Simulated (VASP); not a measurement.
Here is a VASP 6.6.1 calculation.

The input POSCAR:

```
MgO
1.0
    0.5204527220      2.4245480462      2.4245480462
    2.4245480462      0.5204527220      2.4245480462
    2.4245480462      2.4245480462      0.5204527220
Mg O
1 1
Direct
    0.0000000000      0.0000000000      0.0000000000
    0.5000000000      0.5000000000      0.5000000000
```

Contents of INCAR.step1:

```
SYSTEM = MgO
ALGO = Normal
EDIFF = 1E-4
ENCUT = 520
GGA = PE
ISMEAR = 0
LASPH = .True.
LCHARG = .False.
LREAL = .False.
LWAVE = .True.
NBANDS = 11
NELM = 100
PREC = Accurate
SIGMA = 0.05
```

Contents of INCAR.step2:

```
SYSTEM = MgO
ALGO = Normal
EDIFF = 1E-6
ENCUT = 520
ISIF = 2
ISMEAR = 0
ISTART = 1
LASPH = .True.
LCHARG = .True.
LELF = .True.
LMIXTAU = .True.
LREAL = .False.
LVHAR = .True.
LWAVE = .False.
METAGGA = R2SCAN
NBANDS = 11
NELM = 100
PREC = Accurate
SIGMA = 0.05
```

The input KPOINTS:

```
k-points
0
Gamma
  10 10 10
  0 0 0
```

Potentials or basis: VASP PAW PBE potentials, release 64 (Mg, O).

Command:

```sh
$ cat potpaw_PBE.64/Mg/POTCAR potpaw_PBE.64/O/POTCAR > POTCAR
$ cp INCAR.step1 INCAR
$ mpirun -np 1 vasp_std > vasp.out
$ cp INCAR.step2 INCAR
$ mpirun -np 1 vasp_std > vasp.out
```

(1) Predict the pressure.

(2) Estimate the band gap on the k mesh.

Results:

(1) -3.5 GPa.

(2) 0.93 eV, direct.

Caveat: the PAW data sets were made with another functional, which shifts forces and pressure a little.
